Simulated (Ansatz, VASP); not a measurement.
# Ir: VASP beside Ansatz

```xyz
1
Lattice="2.5791 0.0000 0.0000 0.0000 2.5791 0.0000 0.0000 0.0000 2.5791" Properties=species:S:1:pos:R:3 pbc="T T T"
Ir    0.0000    0.0000    0.0000
```

Alike in both runs: functional PBE; k mesh 6 × 6 × 6; occupations gaussian, width 0.1 eV; no spin polarisation.

Ansatz relaxed the structure, and its values are those at the end. VASP's run is a single point on that final structure, the one shown.

|  | VASP | Ansatz |
| --- | --- | --- |
| version | VASP 6.6.1 | Ansatz 0.2.0 |
| potentials or method | VASP PAW PBE potentials, release 64 (Ir), cutoff 520 eV | scalar-relativistic, plane waves, PAW |
| valence electrons in the cell | 9 | 17 |

Ansatz gave:

```
gap on the k mesh at the Fermi level (eV) : none
pressure (GPa)                            : -0.1
```

Question: What did VASP give for the same quantities?

Answer: gap on the k mesh at the Fermi level (eV): none; pressure (GPa): 0.1.

A gap of «none» marks a metal or a gap that the smearing closes. VASP's potentials hold 9 valence electrons a cell and Ansatz's 17, so a difference there can come from the potentials and not from the codes.

The k mesh is coarse, so the values compare programs but aren't converged. Spin-orbit coupling is off throughout.
